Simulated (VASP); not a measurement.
# CdSe (F-43m) in VASP: a series of runs

Runs on CdSe. Level: LDA. Tasks: single point.

Everything below comes from runs of VASP 6.6.1. Logs are shortened: lines on timing, memory, paths and dates and some standing lists are left out, and cuts for length are marked.

## (1) The cell of the first run

The structure is cubic, space group F-43m (No. 216). The conventional cell has a = 6.100 Å, b = 6.100 Å, c = 6.100 Å, α = 90.00°, β = 90.00°, γ = 90.00°. Cd (site symmetry -43m) has 4 Se at 2.64 Å within 3.5 Å. Se (site symmetry -43m) has 4 Cd at 2.64 Å within 3.5 Å.

## (2) Single point, LDA

Contents of INCAR:

```
PREC     = Accurate       # precision mode
ENCUT    = 500            # plane-wave cutoff, eV
EDIFF    = 1E-6           # SCF threshold, eV
ISMEAR   = 0              # smearing method
SIGMA    = 0.1            # smearing width, eV
LREAL    = F              # projectors in reciprocal space
LASPH    = T              # aspherical terms in the spheres
NELM     = 120            # most SCF steps
ALGO     = Normal         # electronic algorithm
ISIF     = 2              # what is computed and relaxed
LWAVE    = F              # write WAVECAR
LCHARG   = T              # write CHGCAR
GGA      = CA             # functional
LELF     = T              # ELF
LVHAR    = T            
NBANDS   = 16             # bands
GGA_COMPAT= F
```

Contents of KPOINTS:

```
regular mesh
0
Gamma
  6 6 6
```

Contents of POSCAR:

```
CdSe
1.0
    0.0000000000      3.0500000000      3.0500000000
    3.0500000000      0.0000000000      3.0500000000
    3.0500000000      3.0500000000      0.0000000000
Cd Se
1 1
Direct
    0.0000000000      0.0000000000      0.0000000000
    0.2500000000      0.2500000000      0.2500000000
```

Potentials or basis: VASP PAW LDA potentials, release 64 (Cd, Se).

Run with:

```sh
$ cat potpaw_LDA.64/Cd/POTCAR potpaw_LDA.64/Se/POTCAR > POTCAR
$ mpirun -np 1 vasp_std > vasp.out
```

OUTCAR:

```text
PREC = Accurate
   ENCUT = 500
   EDIFF = 1E-6
   ISMEAR = 0
   LREAL = F
   LASPH = T
   NELM = 120
   ISIF = 2
   GGA = CA

 ion  position               nearest neighbor table
   1  0.000  0.000  0.000-   2 2.64   2 2.64   2 2.64   2 2.64
   2  0.250  0.250  0.250-   1 2.64   1 2.64   1 2.64   1 2.64

  LATTYP: Found a face centered cubic cell.
 ALAT       =     6.1000000000

  Lattice vectors:

 A1 = (   0.0000000000,   3.0500000000,   3.0500000000)
 A2 = (   3.0500000000,   0.0000000000,   3.0500000000)
 A3 = (   3.0500000000,   3.0500000000,   0.0000000000)

Analysis of symmetry for initial positions (statically):
=====================================================================
 Subroutine PRICEL returns:
 Original cell was already a primitive cell.

 Routine SETGRP: Setting up the symmetry group for a
 face centered cubic supercell.

 Subroutine GETGRP returns: Found 24 space group operations
 (whereof 24 operations were pure point group operations)
 out of a pool of 48 trial point group operations.

The static configuration has the point symmetry T_d .

Analysis of symmetry for dynamics (positions and initial velocities):
=====================================================================
 Subroutine PRICEL returns:
 Original cell was already a primitive cell.

 Routine SETGRP: Setting up the symmetry group for a
 face centered cubic supercell.

 Subroutine GETGRP returns: Found 24 space group operations
 (whereof 24 operations were pure point group operations)
 out of a pool of 48 trial point group operations.

The dynamic configuration has the point symmetry T_d .

 Subroutine INISYM returns: Found 24 space group operations
 (whereof 24 operations are pure point group operations),
 and found     1 'primitive' translations

----------------------------------------------------------------------------------------

                                     Primitive cell

  volume of cell :      56.7452

  direct lattice vectors                    reciprocal lattice vectors
     0.000000000  3.050000000  3.050000000    -0.163934426  0.163934426  0.163934426
     3.050000000  0.000000000  3.050000000     0.163934426 -0.163934426  0.163934426
     3.050000000  3.050000000  0.000000000     0.163934426  0.163934426 -0.163934426

  length of vectors
     4.313351365  4.313351365  4.313351365     0.283942755  0.283942755  0.283942755

  position of ions in fractional coordinates (direct lattice)
     0.000000000  0.000000000  0.000000000
     0.250000000  0.250000000  0.250000000

  ion indices of the primitive-cell ions
   primitive index   ion index
                 1           1
                 2           2

----------------------------------------------------------------------------------------

 KPOINTS: regular mesh

Automatic generation of k-mesh.
 Grid dimensions read from file:
 generate k-points for:    6    6    6

 Generating k-lattice:

  Cartesian coordinates                     Fractional coordinates (reciprocal lattice)
    -0.027322404  0.027322404  0.027322404     0.166666667  0.000000000  0.000000000
     0.027322404 -0.027322404  0.027322404     0.000000000  0.166666667  0.000000000
     0.027322404  0.027322404 -0.027322404     0.000000000  0.000000000  0.166666667

  Length of vectors
     0.047323793  0.047323793  0.047323793

  Shift w.r.t. Gamma in fractional coordinates (k-lattice)
     0.000000000  0.000000000  0.000000000

 Subroutine IBZKPT returns following result:
 ===========================================

 Found     16 irreducible k-points:

 Following reciprocal coordinates:
            Coordinates               Weight
  0.000000  0.000000  0.000000      1.000000
  0.166667  0.000000  0.000000      8.000000
  0.333333  0.000000  0.000000      8.000000
  0.500000  0.000000  0.000000      4.000000
  0.166667  0.166667  0.000000      6.000000
  0.333333  0.166667  0.000000     24.000000
[... 8 lines left out ...]
 -0.333333  0.333333  0.166667     24.000000
 -0.333333  0.500000  0.166667     12.000000
   k-points           NKPTS =     16   k-points in BZ     NKDIM =     16   number of bands    NBANDS=     16
   number of dos      NEDOS =    301   number of ions     NIONS =      2
   total plane-waves  NPLWV =  32768
   dimension x,y,z NGX =    32 NGY =   32 NGZ =   32
   dimension x,y,z NGXF=    64 NGYF=   64 NGZF=   64
   ions per type =               1   1
   NGX,Y,Z   is equivalent  to a cutoff of  12.33, 12.33, 12.33 a.u.
   NGXF,Y,Z  is equivalent  to a cutoff of  24.67, 24.67, 24.67 a.u.
 SYSTEM =  unknown system
   PREC   = accura    normal or accurate (medium, high low for compatibility)
   ISTART =      0    job   : 0-new  1-cont  2-samecut
   ICHARG =      2    charge: 1-file 2-atom 10-const
   ISPIN  =      1    spin polarized calculation?
   LNONCOLLINEAR =      F non collinear calculations
   LSORBIT =      F    spin-orbit coupling
   LASPH  =      T    aspherical Exc in radial PAW
   ENCUT  =  500.0 eV  36.75 Ry    6.06 a.u.   7.86  7.86  7.86*2*pi/ulx,y,z
   NELM   =    120;   NELMIN=  2; NELMDL= -5     # of ELM steps
   EDIFF  = 0.1E-05   stopping-criterion for ELM
   LREAL  =      F    real-space projection
   EDIFFG = 0.1E-04   stopping-criterion for IOM
   NSW    =      0    number of steps for IOM
   IBRION =     -1    ionic relax: 0-MD 1-quasi-New 2-CG
   NFREE  =      0    steps in history (QN), initial steepest desc. (CG)
   ISIF   =      2    stress and relaxation
   ISYM   =      2    0-nonsym 1-usesym 2-fastsym
   POTIM  = 0.5000    time-step for ionic-motion
   TEBEG  =    0.0;   TEEND  =   0.0 temperature during run
   PSTRESS=    0.0 pullay stress
   NELECT =      18.0000    total number of electrons
   NUPDOWN=      -1.0000    fix difference up-down
   EMIN   =  10.00;   EMAX   =-10.00  energy-range for DOS
   EFERMI =   0.00;   METHOD = LEGACY
   ISMEAR =     0;   SIGMA  =   0.10  broadening in eV -4-tet -1-fermi 0-gaus
   EFERMI_NEDOS =   21; number of points for ismear=-14 and -15
   IALGO  =     38    algorithm
   IMIX   =      4    mixing-type and parameters
     AMIX     =   0.40;   BMIX     =  1.00
     AMIX_MAG =   1.60;   BMIX_MAG =  1.00
  volume/ion in A,a.u.               =      28.37       191.47
  Fermi-wavevector in a.u.,A,eV,Ry     =   1.116493  2.109865 16.960419  1.246556
  Thomas-Fermi vector in A             =   2.253107
   LORBIT       =      0    0 simple, 1 ext, 2 COOP (PROOUT), +10 PAW based schemes
   GGA     = CA    functional components
   LHFCALC =     F    Hartree Fock is set to
   AEXX    =    0.0000 exact exchange contribution
   IVDW    =     0    specifies the selected vdW correction
   LEPSILON=     F    determine dielectric tensor
   LRPA    =     F    only Hartree local field effects (RPA)
 non-spin polarized calculation
 Gauss-broadening in eV      SIGMA  =   0.10
  energy-cutoff  :      500.00
  volume of cell :       56.75
 maximum number of plane-waves:      1459
   NGX = 15   NGY = 15   NGZ = 15

 number of electron      18.0000002 magnetization

 Free energy of the ion-electron system (eV)
  ---------------------------------------------------
  ext. energy  EPLUGINS =         0.00000000
  ---------------------------------------------------
  free energy    TOTEN  =        -6.74394461 eV

  energy without entropy =       -6.74389712  energy(sigma->0) =       -6.74392086

 E-fermi :   0.9299     XC(G=0):  -9.2512

 val. band max:        0.7446135752   @ k =   0.0000   0.0000   0.0000
 cond. band min:       1.0869264069   @ k =   0.0000   0.0000   0.0000
 fundamental gap:      0.3423128316
 Fermi energy:         0.9298904004

 k-point     1 :       0.0000    0.0000    0.0000
  band No.  band energies     occupation
      1     -11.8526      2.00000
      2      -7.1805      2.00000
      3      -7.1805      2.00000
      4      -7.1805      2.00000
      5      -6.8108      2.00000
      6      -6.8108      2.00000
[... 8 lines left out ...]
     15      11.8117      0.00000
     16      11.8117      0.00000

 k-point     2 :       0.1667    0.0000    0.0000
  band No.  band energies     occupation
      1     -11.7609      2.00000
      2      -7.1520      2.00000
      3      -7.1520      2.00000
      4      -7.0953      2.00000
      5      -6.8118      2.00000
      6      -6.8118      2.00000
[... 8 lines left out ...]
     15      10.7756      0.00000
     16      10.9825      0.00000

 k-point     3 :       0.3333    0.0000    0.0000
  band No.  band energies     occupation
      1     -11.5743      2.00000
      2      -7.1047      2.00000
      3      -7.1047      2.00000
      4      -6.8013      2.00000
      5      -6.8013      2.00000
      6      -6.8008      2.00000
[... 8 lines left out ...]
     15      11.1946      0.00000
     16      11.1946      0.00000

 k-point     4 :       0.5000    0.0000    0.0000
  band No.  band energies     occupation
      1     -11.4801      2.00000
      2      -7.0878      2.00000
      3      -7.0878      2.00000
      4      -6.7877      2.00000
      5      -6.7877      2.00000
      6      -6.5252      2.00000
[... 8 lines left out ...]
     15      12.7702      0.00000
     16      12.7702      0.00000

 k-point     5 :       0.1667    0.1667    0.0000
  band No.  band energies     occupation
      1     -11.7305      2.00000
      2      -7.1227      2.00000
      3      -7.1227      2.00000
      4      -7.1080      2.00000
      5      -6.8282      2.00000
      6      -6.7963      2.00000
[... 8 lines left out ...]
     15      12.0500      0.00000
     16      12.1722      0.00000

 k-point     6 :       0.3333    0.1667    0.0000
  band No.  band energies     occupation
      1     -11.5762      2.00000
      2      -7.0900      2.00000
      3      -7.0673      2.00000
      4      -6.9274      2.00000
      5      -6.7887      2.00000
      6      -6.7837      2.00000
[... 8 lines left out ...]
     15      12.1748      0.00000
     16      12.3367      0.00000

 k-point     7 :       0.5000    0.1667    0.0000
  band No.  band energies     occupation
      1     -11.4518      2.00000
      2      -7.0695      2.00000
      3      -7.0452      2.00000
      4      -6.8342      2.00000
      5      -6.7833      2.00000
      6      -6.5080      2.00000
[... 8 lines left out ...]
     15      12.3722      0.00000
     16      12.8879      0.00000

 k-point     8 :      -0.3333    0.1667    0.0000
  band No.  band energies     occupation
      1     -11.4827      2.00000
      2      -7.0703      2.00000
      3      -7.0653      2.00000
      4      -6.8141      2.00000
      5      -6.8116      2.00000
      6      -6.5927      2.00000
[... 8 lines left out ...]
     15      11.5148      0.00000
     16      12.6807      0.00000

 k-point     9 :      -0.1667    0.1667    0.0000
  band No.  band energies     occupation
      1     -11.6376      2.00000
      2      -7.1187      2.00000
      3      -7.1000      2.00000
      4      -6.9587      2.00000
      5      -6.8254      2.00000
      6      -6.7863      2.00000
[... 8 lines left out ...]
     15      11.2114      0.00000
     16      12.4976      0.00000

 k-point    10 :       0.3333    0.3333    0.0000
  band No.  band energies     occupation
      1     -11.4849      2.00000
      2      -6.9944      2.00000
      3      -6.9944      2.00000
      4      -6.9846      2.00000
      5      -6.7672      2.00000
      6      -6.7162      2.00000
[... 8 lines left out ...]
     15      12.6797      0.00000
     16      14.6129      0.00000

 k-point    11 :       0.5000    0.3333    0.0000
  band No.  band energies     occupation
      1     -11.3933      2.00000
      2      -7.0130      2.00000
      3      -6.9611      2.00000
      4      -6.9120      2.00000
      5      -6.7674      2.00000
      6      -6.4781      2.00000
[... 8 lines left out ...]
     15      13.2025      0.00000
     16      13.7913      0.00000

 k-point    12 :      -0.3333    0.3333    0.0000
  band No.  band energies     occupation
      1     -11.3931      2.00000
      2      -7.0383      2.00000
      3      -6.9916      2.00000
      4      -6.8499      2.00000
      5      -6.7975      2.00000
      6      -6.3924      2.00000
[... 8 lines left out ...]
     15      11.4454      0.00000
     16      14.6153      0.00000

 k-point    13 :       0.5000    0.5000    0.0000
  band No.  band energies     occupation
      1     -11.3628      2.00000
      2      -6.9946      2.00000
      3      -6.9225      2.00000
      4      -6.9225      2.00000
      5      -6.7526      2.00000
      6      -6.4638      2.00000
[... 8 lines left out ...]
     15      13.1469      0.00000
     16      13.9424      0.00000

 k-point    14 :       0.5000    0.3333    0.1667
  band No.  band energies     occupation
      1     -11.4537      2.00000
      2      -7.0370      2.00000
      3      -7.0286      2.00000
      4      -6.8798      2.00000
      5      -6.7850      2.00000
      6      -6.5801      2.00000
[... 8 lines left out ...]
     15      12.6907      0.00000
     16      13.7550      0.00000

 k-point    15 :      -0.3333    0.3333    0.1667
  band No.  band energies     occupation
      1     -11.3931      2.00000
      2      -7.0308      2.00000
      3      -7.0023      2.00000
      4      -6.8436      2.00000
      5      -6.8003      2.00000
      6      -6.3916      2.00000
[... 8 lines left out ...]
     15      12.4531      0.00000
     16      13.6726      0.00000

 k-point    16 :      -0.3333    0.5000    0.1667
  band No.  band energies     occupation
      1     -11.3635      2.00000
      2      -6.9970      2.00000
      3      -6.9773      2.00000
      4      -6.8745      2.00000
      5      -6.7837      2.00000
      6      -6.3667      2.00000
[... 8 lines left out ...]
     15      13.3772      0.00000
     16      13.6218      0.00000

------------------------ aborting loop because EDIFF is reached ----------------------------------------

  FORCE on cell =-STRESS in cart. coord.  units (eV):
  Direction    XX          YY          ZZ          XY          YZ          ZX
  --------------------------------------------------------------------------------------
  -------------------------------------------------------------------------------------
  Total       -0.6983193     -0.6983193     -0.6983193      0.0000000      0.0000000      0.0000000
  in kB      -19.7167393    -19.7167393    -19.7167393      0.0000000      0.0000000      0.0000000
  external PRESSURE =     -19.7167393 kB  Pullay stress =       0.0000000 kB

 VOLUME and BASIS-vectors are now :
 -----------------------------------------------------------------------------
  energy-cutoff  :      500.00
  volume of cell :       56.75
      direct lattice vectors                 reciprocal lattice vectors
     0.000000000  3.050000000  3.050000000    -0.163934426  0.163934426  0.163934426
     3.050000000  0.000000000  3.050000000     0.163934426 -0.163934426  0.163934426
     3.050000000  3.050000000  0.000000000     0.163934426  0.163934426 -0.163934426

 POSITION                                       TOTAL-FORCE (eV/Angst)
 -----------------------------------------------------------------------------------
      0.00000      0.00000      0.00000         0.000000     -0.000000      0.000000
      1.52500      1.52500      1.52500        -0.000000      0.000000     -0.000000
 -----------------------------------------------------------------------------------
    total drift:                                0.000000      0.000000     -0.000000

  FREE ENERGIE OF THE ION-ELECTRON SYSTEM (eV)
  ---------------------------------------------------
  free  energy   TOTEN  =        -6.7439446091 eV

  energy  without entropy=       -6.7438971187  energy(sigma->0) =       -6.74392086
```

Run time: 13 s. Hardware: 1 thread of Intel Xeon Platinum 8375C at 2.90GHz (Ice Lake), shared host; peak memory 0.15 GiB.

Results:

```yaml
Free_energy: -6.7439 eV
Pressure: -2.0 GPa
Band_gap_on_the_k_mesh: 0.34 eV
```

Caveat: semilocal functionals underestimate gaps, and a narrow one can read as zero.

## (3) Single point, LDA

This run uses another cell than the first one, of 27.10 Å³/atom.

Contents of INCAR:

```
ALGO = Normal ; EDIFF = 1E-6
ENCUT = 500 ; GGA = CA
GGA_COMPAT = F ; ISIF = 2
ISMEAR = 0 ; LASPH = T
LCHARG = F ; LREAL = F
LWAVE = F ; NBANDS = 16
NELM = 120 ; PREC = Accurate
SIGMA = 0.02
```

Contents of KPOINTS:

```
k-points
0
Gamma
  10 10 10
```

Contents of POSCAR:

```
CdSe
1.0
    0.0000000000      3.0038730617      3.0038730617
    3.0038730617      0.0000000000      3.0038730617
    3.0038730617      3.0038730617      0.0000000000
Cd Se
1 1
Direct
    0.0000000000      0.0000000000      0.0000000000
    0.2500000000      0.2500000000      0.2500000000
```

Potentials or basis: VASP PAW LDA potentials, release 64 (Cd, Se).

Run with:

```sh
$ cat potpaw_LDA.64/Cd/POTCAR potpaw_LDA.64/Se/POTCAR > POTCAR
$ mpirun -np 1 vasp_std > vasp.out
```

It took 31 s on 1 thread of Intel Xeon Platinum 8375C at 2.90GHz (Ice Lake), shared host; peak memory 0.17 GiB.

The run converged. Its results:

* Free energy: -6.7623 eV
* Pressure: 0.5 GPa
* Band gap on the k mesh: 0.44 eV

Levels at points of the mesh, in eV from the valence-band top:
| k point | band 5 | band 6 | band 7 | band 8 | band 9 | band 10 | band 11 | band 12 | band 13 | band 14 |
| --- | --- | --- | --- | --- | --- | --- | --- | --- | --- | --- |
| (0.00, 0.00, 0.00) | -7.67 | -7.67 | 0.00 | 0.00 | 0.00 | 0.44 | 5.80 | 5.80 | 5.80 | 9.65 |
| (0.50, 0.00, 0.00) | -7.64 | -7.35 | -4.70 | -0.82 | -0.82 | 2.24 | 6.32 | 6.32 | 7.30 | 9.90 |
| (0.50, 0.50, 0.00) | -7.60 | -7.28 | -4.33 | -2.02 | -2.02 | 2.87 | 3.64 | 9.06 | 10.25 | 10.25 |

Caveat: semilocal functionals underestimate gaps, and a narrow one can read as zero.

(Continued in part 2 of 2.)
